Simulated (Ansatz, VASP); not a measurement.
# Ti: VASP beside Ansatz

Contents of POSCAR:

```
Ti
1.0
    2.9888202400      0.0000000000      0.0000000000
   -1.4944101200      2.5883942552      0.0000000000
    0.0000000000      0.0000000000      4.7415860100
Ti
2
Direct
    0.6666666667      0.3333333333      0.7500000000
    0.3333333333      0.6666666667      0.2500000000
```

File INCAR.step1:

```
PREC = Accurate ; ENCUT = 440
EDIFF = 1E-5 ; ISMEAR = 1
SIGMA = 0.1 ; LREAL = F
LASPH = T ; NELM = 120
ALGO = Normal ; ISIF = 2
LWAVE = T ; GGA = PE
NBANDS = 19 ; GGA_COMPAT = F
```

Contents of INCAR.step2:

```
PREC = Accurate ; ENCUT = 440
EDIFF = 1E-6 ; ISMEAR = 1
SIGMA = 0.1 ; LREAL = F
LASPH = T ; NELM = 120
ALGO = Normal ; ISIF = 2
LWAVE = F ; LCHARG = T
METAGGA = R2SCAN ; LHFCALC = T
AEXX = 0.1 ; LMIXTAU = T
PRECFOCK = Normal ; LELF = T
LVHAR = T ; ISTART = 1
NBANDS = 19 ; GGA_COMPAT = F
```

The input KPOINTS:

```
Automatic mesh
0
Gamma
  7 7 4
```

input.yaml

```yaml
crystal:
  lattice: { a: 2.98882024, b: 2.98882024, c: 4.74158601, alpha: 90.0, beta: 90.0, gamma: 120.0 }
  space_group: 194
  reduce_to_primitive: true
  atoms:
    - { symbol: Ti, wyckoff: "2c", position: [0.6666666667, 0.3333333333, 0.75] }
hamiltonian:
  xc: r2scanh
  pseudopotentials: { kind: paw }
kpoints:
  mp_grid: { grid: [7, 7, 4] }
scf:
  occupations: { method: cold, width: 0.1 }
output:
  forces: true
  stress: true
  eigenvalues: true
  bader: true
  populations: intrinsic
  write_density: true
  write_potential: true
  elf: true
  volumetric_format: npy
```

Change from the starting cell: volume scaled by 1.04.

Alike in both runs: functional r2SCANh; k mesh 7 × 7 × 4; no spin polarisation.

|  | VASP | Ansatz |
| --- | --- | --- |
| version | VASP 6.6.1 | Ansatz 0.2.0 |
| potentials or method | VASP PAW PBE potentials, release 64 (Ti_sv) | Ansatz PAW |
| plane-wave cutoff (eV) | 440 | 500 |
| occupations | methfessel-paxton of order 1, width 0.1 eV | cold, width 0.1 eV |
| valence electrons in the cell | 24 | 24 |
| task | single point | atomic charges |

```tsv
	VASP	Ansatz	Ansatz less VASP
gap on the k mesh at the Fermi level (eV)	none	none	-
pressure (GPa)	-7.2	-7.0	+0.17
traceless stress, the component that is largest in VASP (GPa)	0.62	0.63	+0.017
```

VASP's potentials were made for PBE, not for r2SCANh. A gap of «none» marks a metal or a gap that the smearing closes.
